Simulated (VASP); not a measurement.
Here is a VASP 6.6.1 calculation.

File INCAR:

```
SYSTEM = Mg27S26
ALGO = Normal
EDIFF = 1E-8
ENCUT = 520
GGA = PE
ISIF = 2
ISMEAR = -1
LASPH = .TRUE.
LCHARG = .FALSE.
LEFG = .TRUE.
LREAL = Auto
LWAVE = .FALSE.
NBANDS = 137
NELECT = 208.0
NELM = 80
PREC = Accurate
SIGMA = 0.01
```

File KPOINTS:

```
k-points
0
G
  2 2 2
  0 0 0
```

POSCAR

```
Mg27S26
1.0
    0.0000000000      7.8049500000      7.8049500000
    7.8049500000      0.0000000000      7.8049500000
    7.8049500000      7.8049500000      0.0000000000
Mg S
27 26
Direct
    0.0000000000      0.0000000000      0.0000000000
    0.0000000000      0.0000000000      0.3333333333
    0.0000000000      0.0000000000      0.6666666667
    0.0000000000      0.3333333333      0.0000000000
    0.0000000000      0.3333333333      0.3333333333
    0.0000000000      0.3333333333      0.6666666667
    0.0000000000      0.6666666667      0.0000000000
    0.0000000000      0.6666666667      0.3333333333
    0.0000000000      0.6666666667      0.6666666667
    0.3333333333      0.0000000000      0.0000000000
    0.3333333333      0.0000000000      0.3333333333
    0.3333333333      0.0000000000      0.6666666667
    0.3333333333      0.3333333333      0.0000000000
    0.3333333333      0.3333333333      0.3333333333
    0.3333333333      0.3333333333      0.6666666667
    0.3333333333      0.6666666667      0.0000000000
    0.3333333333      0.6666666667      0.3333333333
    0.3333333333      0.6666666667      0.6666666667
    0.6666666667      0.0000000000      0.0000000000
    0.6666666667      0.0000000000      0.3333333333
    0.6666666667      0.0000000000      0.6666666667
    0.6666666667      0.3333333333      0.0000000000
    0.6666666667      0.3333333333      0.3333333333
    0.6666666667      0.3333333333      0.6666666667
    0.6666666667      0.6666666667      0.0000000000
    0.6666666667      0.6666666667      0.3333333333
    0.6666666667      0.6666666667      0.6666666667
    0.1666666667      0.1666666667      0.5000000000
    0.1666666667      0.1666666667      0.8333333333
    0.1666666667      0.5000000000      0.1666666667
    0.1666666667      0.5000000000      0.5000000000
    0.1666666667      0.5000000000      0.8333333333
    0.1666666667      0.8333333333      0.1666666667
    0.1666666667      0.8333333333      0.5000000000
    0.1666666667      0.8333333333      0.8333333333
    0.5000000000      0.1666666667      0.1666666667
    0.5000000000      0.1666666667      0.5000000000
    0.5000000000      0.1666666667      0.8333333333
    0.5000000000      0.5000000000      0.1666666667
    0.5000000000      0.5000000000      0.5000000000
    0.5000000000      0.5000000000      0.8333333333
    0.5000000000      0.8333333333      0.1666666667
    0.5000000000      0.8333333333      0.5000000000
    0.5000000000      0.8333333333      0.8333333333
    0.8333333333      0.1666666667      0.1666666667
    0.8333333333      0.1666666667      0.5000000000
    0.8333333333      0.1666666667      0.8333333333
    0.8333333333      0.5000000000      0.1666666667
    0.8333333333      0.5000000000      0.5000000000
    0.8333333333      0.5000000000      0.8333333333
    0.8333333333      0.8333333333      0.1666666667
    0.8333333333      0.8333333333      0.5000000000
    0.8333333333      0.8333333333      0.8333333333
```

Potentials or basis: VASP PAW PBE potentials, release 64 (Mg, S).

Launch:

```bash
$ cat potpaw_PBE.64/Mg/POTCAR potpaw_PBE.64/S/POTCAR > POTCAR
$ mpirun -np 1 vasp_std > vasp.out
```

Task: Estimate the largest force.

Result: 1.479 eV/Å.

Electric field gradients, principal values (V/Å²):
| atom | least | middle | greatest (by size) |
| --- | --- | --- | --- |
| 1 Mg | -0.051 | -0.051 | 0.102 |
| 2 Mg | -5.636 | -5.636 | 11.273 |
| 3 Mg | -0.051 | -0.051 | 0.102 |
| 4 Mg | -5.636 | -5.636 | 11.273 |
| 5 Mg | -5.636 | -5.636 | 11.273 |
| 6 Mg | 0.365 | 0.821 | -1.186 |
| 7 Mg | -0.051 | -0.051 | 0.102 |
| 8 Mg | 0.365 | 0.821 | -1.186 |
| 9 Mg | 0.365 | 0.821 | -1.186 |
| 10 Mg | -5.636 | -5.636 | 11.273 |
| 11 Mg | -5.636 | -5.636 | 11.273 |
| 12 Mg | 0.365 | 0.821 | -1.186 |
| 13 Mg | -5.636 | -5.636 | 11.273 |
| 14 Mg | -0.051 | -0.051 | 0.102 |
| 15 Mg | -0.051 | -0.051 | 0.102 |
| 16 Mg | 0.365 | 0.821 | -1.186 |
| 17 Mg | -0.051 | -0.051 | 0.102 |
| 18 Mg | 0.365 | 0.821 | -1.186 |
| 19 Mg | -0.051 | -0.051 | 0.102 |
| 20 Mg | 0.365 | 0.821 | -1.186 |
| 21 Mg | 0.365 | 0.821 | -1.186 |
| 22 Mg | 0.365 | 0.821 | -1.186 |
| 23 Mg | -0.051 | -0.051 | 0.102 |
| 24 Mg | 0.365 | 0.821 | -1.186 |
| 25 Mg | 0.365 | 0.821 | -1.186 |
| 26 Mg | 0.365 | 0.821 | -1.186 |
| 27 Mg | 0.000 | 0.000 | 0.000 |
| 28 S | -23.059 | -24.550 | 47.609 |
| 29 S | -23.059 | -24.550 | 47.609 |
| 30 S | -23.059 | -24.550 | 47.609 |
| 31 S | 3.349 | 3.350 | -6.699 |
| 32 S | -23.059 | -24.551 | 47.610 |
| 33 S | -23.059 | -24.550 | 47.609 |
| 34 S | -23.059 | -24.551 | 47.610 |
| 35 S | 3.349 | 3.350 | -6.699 |
| 36 S | -23.059 | -24.550 | 47.609 |
| 37 S | 3.349 | 3.350 | -6.699 |
| 38 S | -23.059 | -24.551 | 47.610 |
| 39 S | 3.349 | 3.350 | -6.699 |
| 40 S | 3.350 | 3.350 | -6.700 |
| 41 S | -1.008 | -1.009 | 2.018 |
| 42 S | -23.059 | -24.551 | 47.610 |
| 43 S | -1.008 | -1.009 | 2.018 |
| 44 S | -1.008 | -1.009 | 2.018 |
| 45 S | -23.059 | -24.550 | 47.609 |
| 46 S | -23.059 | -24.551 | 47.610 |
| 47 S | 3.349 | 3.350 | -6.699 |
| 48 S | -23.059 | -24.551 | 47.610 |
| 49 S | -1.008 | -1.009 | 2.018 |
| 50 S | -1.008 | -1.009 | 2.018 |
| 51 S | 3.349 | 3.350 | -6.699 |
| 52 S | -1.008 | -1.009 | 2.018 |
| 53 S | 3.350 | 3.350 | -6.700 |

Caveat: the cell carries a net charge on a neutralising background, which shifts energy and pressure; the cell differs from its parent crystal (atoms taken out); without QUAD_EFG the Cq values of the log hold for a quadrupole moment of 1 mb, not for the nuclei.
